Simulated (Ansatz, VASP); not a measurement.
Ti in VASP and in Ansatz

INCAR

```
SYSTEM = Ti
PREC     = Accurate       ! precision mode
ENCUT    = 520            ! plane-wave cutoff, eV
EDIFF    = 1E-7           ! SCF threshold, eV
ISMEAR   = -1             ! smearing method
SIGMA    = 0.03           ! smearing width, eV
LREAL    = .False.        ! projectors in reciprocal space
LASPH    = .True.         ! aspherical terms in the spheres
NELM     = 60             ! most SCF steps
ALGO     = Normal         ! electronic algorithm
ISIF     = 2              ! what is computed and relaxed
LWAVE    = .False.        ! write WAVECAR
LCHARG   = .False.        ! write CHGCAR
NBANDS   = 12             ! bands
```

The input KPOINTS:

```
regular mesh
0
Gamma
  14 14 14
  0 0 0
```

File POSCAR:

```
Ti
1.0
    0.0000000000      2.0545745385      2.0545745385
    2.0545745385      0.0000000000      2.0545745385
    2.0545745385      2.0545745385      0.0000000000
Ti
1
Direct
    0.0000000000      0.0000000000      0.0000000000
```

Input for Ansatz:

```yaml
crystal:
  lattice:
    - [0.0, 2.0545745385, 2.0545745385]
    - [2.0545745385, 0.0, 2.0545745385]
    - [2.0545745385, 2.0545745385, 0.0]
  atoms:
    - { symbol: Ti, position: [0.0, 0.0, 0.0] }
kpoints:
  mp_grid: { grid: [14, 14, 14] }
  band_path:
    path:
      - [0.0, 0.0, 0.0]
      - [0.5, 0.0, 0.5]
      - [0.625, 0.25, 0.625]
      - [0.375, 0.375, 0.75]
      - [0.0, 0.0, 0.0]
      - [0.5, 0.5, 0.5]
      - [0.5, 0.25, 0.75]
      - [0.5, 0.0, 0.5]
    npoints: 5
scf:
  occupations: { method: fermi_dirac, width: 0.03 }
hamiltonian:
  xc: lda
  pseudopotentials: { kind: all_electron, lapw: { basis_error: 0.0005 } }
output:
  forces: true
  stress: true
  eigenvalues: true
```

Alike in both runs: task single point; functional LDA; k mesh 14 × 14 × 14; occupations fermi-dirac, width 0.03 eV; no spin polarisation.

|  | VASP | Ansatz |
| --- | --- | --- |
| version | VASP 6.6.1 | Ansatz 0.2.0 |
| potentials or method | VASP PAW LDA potentials, release 64 (Ti_sv), cutoff 520 eV | all-electron LAPW, scalar-relativistic |

Ansatz gave:

```
pressure (GPa) : -8.5
```

What did VASP give for the same quantities?

Pressure (GPa): -8.6.

LDA's correlation is that of Perdew and Zunger in VASP and of Perdew and Wang (1992) in Ansatz. Ansatz ran all-electron here, and VASP with PAW potentials.
